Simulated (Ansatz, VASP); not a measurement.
**Two plane-wave programs on TiO2**

```
Ti O
1.0
     1.50404    0.86836    4.88630
    -1.50404    0.86836    4.88630
     0.00000   -1.73671    4.88630
Ti O
1 2
Direct
  0.00000 0.00000 0.00000
  0.60165 0.60165 0.60165
  0.39835 0.39835 0.39835
```

Alike in both runs: task single point; functional PBE; dispersion D3(BJ); k mesh 12 × 12 × 12; occupations gaussian, width 0.05 eV; no spin polarisation; Hubbard terms Ti d U = 4.0 eV.

```csv
,VASP,Ansatz
version,VASP 6.6.1,Ansatz 0.2.0
potentials or method,"VASP PAW PBE potentials, release 64 (Ti_sv, O_h), cutoff 910 eV","scalar-relativistic, plane waves, PAW"
valence electrons in the cell,24,24
```

|  | VASP | Ansatz | Ansatz less VASP |
| --- | --- | --- | --- |
| gap on the k mesh at the Fermi level (eV) | 3.01 | 2.92 | -0.089 |
| least direct gap on the mesh (eV) | 3.33 | 3.22 | -0.105 |
| rms of the force components (eV/Å) | 0.188 | 0.001 | -0.1864 |

The programs project onto different local orbitals, so the same U acts differently, and such runs can settle in different states. Atom by atom the forces differ by 0.186 eV/Å (rms over components).

Noted on VASP's run: the cutoff is short for stress, so the pressure is rough.
